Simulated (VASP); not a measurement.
# SnO in VASP: single point with PBE+D3(BJ)

Aim: the single point of SnO with PBE+D3(BJ).

Everything below comes from runs of VASP 6.6.1. Logs are shortened: lines on timing, memory, paths and dates and some standing lists are left out, and cuts for length are marked.

## Step 1: The cell of the first run

The cell holds a slab with vacuum, 8 atoms: a = 3.820 Å, b = 3.820 Å, c = 22.226 Å, α = 90.00°, β = 90.00°, γ = 90.00°.

## Step 2: Single point, PBE+D3(BJ) (layers slid over each other)

INCAR reads:

```
PREC = Accurate
ENCUT = 520
EDIFF = 1E-6
ISMEAR = 0
SIGMA = 0.05
LREAL = False
LASPH = True
NELM = 120
ALGO = Normal
ISIF = 2
LWAVE = False
LCHARG = True
LDIPOL = True
IDIPOL = 3
DIPOL = 0.5 0.5 0.399
GGA = PE
IVDW = 12
LELF = True
LVHAR = True
LVACPOTAV = True
NBANDS = 50
GGA_COMPAT = False
NELMDL = -8
```

KPOINTS reads:

```
Automatic mesh
0
Gamma
  7 7 1
```

POSCAR reads:

```
SnO
1.0
    3.8201713480      0.0000000000      0.0000000000
    0.0000000000      3.8201713480      0.0000000000
    0.0000000000      0.0000000000     22.2260704682
Sn O
4 4
Direct
    0.5000000000      0.0000000000      0.2024649389
    0.0000000000      0.5000000000      0.3087831132
    0.2500000000      1.0000000000      0.4887519478
   -0.2500000000      1.5000000000      0.5950701221
    0.0000000000      0.0000000000      0.2556240261
    0.5000000000      0.5000000000      0.2556240261
   -0.2500000000      1.0000000000      0.5419110350
    0.2500000000      1.5000000000      0.5419110350
```

Potentials or basis: VASP PAW PBE potentials, release 64 (Sn_d, O).

Command:

```bash
> cat potpaw_PBE.64/Sn_d/POTCAR potpaw_PBE.64/O/POTCAR > POTCAR
> mpirun -np 1 vasp_std > vasp.out
```

OUTCAR:

```text
PREC = Accurate
   ENCUT = 520
   EDIFF = 1E-6
   ISMEAR = 0
   LREAL = False
   LASPH = True
   NELM = 120
   ISIF = 2
   GGA = PE
   IVDW = 12
   NELMDL = -8
 IVDW          = 12

 ion  position               nearest neighbor table
   1  0.500  0.000  0.202-   5 2.25   6 2.25   6 2.25   5 2.25   2 3.59   2 3.59   2 3.59   2 3.59

   2  0.000  0.500  0.309-   5 2.25   6 2.25   5 2.25   6 2.25   1 3.59   1 3.59   1 3.59   1 3.59

   3  0.250  0.000  0.489-   7 2.25   8 2.25   8 2.25   7 2.25   4 3.59   4 3.59   4 3.59   4 3.59

   4  0.750  0.500  0.595-   7 2.25   8 2.25   7 2.25   8 2.25   3 3.59   3 3.59   3 3.59   3 3.59

   5  0.000  0.000  0.256-   2 2.25   2 2.25   1 2.25   1 2.25
   6  0.500  0.500  0.256-   2 2.25   2 2.25   1 2.25   1 2.25
   7  0.750  0.000  0.542-   4 2.25   4 2.25   3 2.25   3 2.25
   8  0.250  0.500  0.542-   4 2.25   4 2.25   3 2.25   3 2.25

  LATTYP: Found a simple tetragonal cell.
 ALAT       =     3.8201713480
 C/A-ratio  =     5.8180820815

  Lattice vectors:

 A1 = (   3.8201713480,   0.0000000000,   0.0000000000)
 A2 = (   0.0000000000,   3.8201713480,   0.0000000000)
 A3 = (   0.0000000000,   0.0000000000,  22.2260704682)

Analysis of symmetry for initial positions (statically):
=====================================================================
 Subroutine PRICEL returns:
 Original cell was already a primitive cell.

 Routine SETGRP: Setting up the symmetry group for a
 simple tetragonal supercell.

 Subroutine GETGRP returns: Found  4 space group operations
 (whereof  2 operations were pure point group operations)
 out of a pool of 16 trial point group operations.

The static configuration has the point symmetry C_1h.
 The point group associated with its full space group is C_2h.

Analysis of symmetry for dynamics (positions and initial velocities):
=====================================================================
 Subroutine PRICEL returns:
 Original cell was already a primitive cell.

 Routine SETGRP: Setting up the symmetry group for a
 simple tetragonal supercell.

 Subroutine GETGRP returns: Found  4 space group operations
 (whereof  2 operations were pure point group operations)
 out of a pool of 16 trial point group operations.

The dynamic configuration has the point symmetry C_1h.
 The point group associated with its full space group is C_2h.

 Subroutine INISYM returns: Found  4 space group operations
 (whereof  2 operations are pure point group operations),
 and found     1 'primitive' translations

[... 107 lines left out ...]
   PSTRESS=    0.0 pullay stress
   NELECT =      80.0000    total number of electrons
   NUPDOWN=      -1.0000    fix difference up-down
   EMIN   =  10.00;   EMAX   =-10.00  energy-range for DOS
   EFERMI =   0.00;   METHOD = LEGACY
   ISMEAR =     0;   SIGMA  =   0.05  broadening in eV -4-tet -1-fermi 0-gaus
   EFERMI_NEDOS =   21; number of points for ismear=-14 and -15
   IALGO  =     38    algorithm
   IMIX   =      4    mixing-type and parameters
     AMIX     =   0.40;   BMIX     =  1.00
     AMIX_MAG =   1.60;   BMIX_MAG =  1.00
  volume/ion in A,a.u.               =      40.55       273.61
  Fermi-wavevector in a.u.,A,eV,Ry     =   1.026665  1.940115 14.341095  1.054041
  Thomas-Fermi vector in A             =   2.160570
   LORBIT       =      0    0 simple, 1 ext, 2 COOP (PROOUT), +10 PAW based schemes
   GGA     = PE    functional components
   LHFCALC =     F    Hartree Fock is set to
   AEXX    =    0.0000 exact exchange contribution
   IVDW    =    12    specifies the selected vdW correction
   LEPSILON=     F    determine dielectric tensor
   LRPA    =     F    only Hartree local field effects (RPA)
 non-spin polarized calculation
 Gauss-broadening in eV      SIGMA  =   0.05
  energy-cutoff  :      520.00
  volume of cell :      324.36
 maximum number of plane-waves:      8769
   NGX = 15   NGY = 15   NGZ = 83

 dipolmoment           0.000000      0.000000     -0.000002 electrons x Angstroem

 number of electron      79.9999971 magnetization

 dipolmoment           0.000000      0.000000      0.000000 electrons x Angstroem

 Free energy of the ion-electron system (eV)
  ---------------------------------------------------
  ext. energy  EPLUGINS =         0.00000000
  ---------------------------------------------------
  free energy    TOTEN  =       -45.18943384 eV

  energy without entropy =      -45.18943384  energy(sigma->0) =      -45.18943384

 E-fermi :   0.0576     XC(G=0):  -5.3043

 val. band max:       -0.1739913939   @ k =   0.1429   0.0000   0.0000
 cond. band min:       2.3393619516   @ k =   0.0000   0.0000   0.0000
 fundamental gap:      2.5133533455
 Fermi energy:         0.0576028324

 k-point     1 :       0.0000    0.0000    0.0000
  band No.  band energies     occupation
      1     -21.0610      2.00000
      2     -21.0609      2.00000
      3     -20.7006      2.00000
      4     -20.7005      2.00000
      5     -20.6627      2.00000
      6     -20.6626      2.00000
[... 837 lines left out ...]
     49       6.0144      0.00000
     50       6.3374      0.00000

------------------------ aborting loop because EDIFF is reached ----------------------------------------

 Edisp (eV)   -1.25648

 E8    (eV) :    -0.5561

  FORCE on cell =-STRESS in cart. coord.  units (eV):
  Direction    XX          YY          ZZ          XY          YZ          ZX
  --------------------------------------------------------------------------------------
  -------------------------------------------------------------------------------------
  Total       0.14498     0.19896    -0.30407     0.00000     0.00000     0.18840
  in kB       0.71614     0.98277    -1.50195     0.00000     0.00000     0.93062
  external pressure =        0.07 kB  Pullay stress =        0.00 kB

 VOLUME and BASIS-vectors are now :
 -----------------------------------------------------------------------------
  energy-cutoff  :      520.00
  volume of cell :      324.36
      direct lattice vectors                 reciprocal lattice vectors
     3.820171348  0.000000000  0.000000000     0.261768363  0.000000000  0.000000000
     0.000000000  3.820171348  0.000000000     0.000000000  0.261768363  0.000000000
     0.000000000  0.000000000 22.226070468     0.000000000  0.000000000  0.044992209

 POSITION                                       TOTAL-FORCE (eV/Angst)
 -----------------------------------------------------------------------------------
      1.91009      0.00000      4.50000        -0.003762      0.000000     -0.076416
      0.00000      1.91009      6.86304        -0.015147      0.000000      0.162407
      0.95504      0.00000     10.86304         0.015147      0.000000     -0.162407
      2.86513      1.91009     13.22607         0.003762      0.000000      0.076416
      0.00000      0.00000      5.68152         0.007607      0.000000      0.012628
      1.91009      1.91009      5.68152        -0.022478      0.000000      0.013440
      2.86513      0.00000     12.04455         0.022478      0.000000     -0.013440
      0.95504      1.91009     12.04455        -0.007607      0.000000     -0.012628
 -----------------------------------------------------------------------------------
    total drift:                               -0.000000      0.000000     -0.000005

  FREE ENERGIE OF THE ION-ELECTRON SYSTEM (eV)
  ---------------------------------------------------
  free  energy   TOTEN  =       -46.4459180115 eV

  energy  without entropy=      -46.4459180115  energy(sigma->0) =      -46.44591801

 vacuum level on the upper side and lower side of the slab         4.923         4.923
```

It took 9.5 min on 1 thread of Oxide Virtual Turin-like, shared host; peak memory 0.43 GiB.

What came out:

```
Free energy                : -46.4459 eV
Largest force              : 0.163 eV/Å
Band gap on the k mesh     : 2.51 eV (least direct gap 2.54 eV)
Dispersion energy per atom : -0.157 eV
```

Forces in eV/Å, atoms in the order of the input:
```
Sn  -0.004  0.000 -0.076
Sn  -0.015  0.000  0.162
Sn   0.015  0.000 -0.162
Sn   0.004  0.000  0.076
O    0.008  0.000  0.013
O   -0.022  0.000  0.013
O    0.022  0.000 -0.013
O   -0.008  0.000 -0.013
```

Caveat: the cell differs from its parent crystal (layers slid over each other); spin-orbit coupling is left out, which moves the levels of the heavy elements.
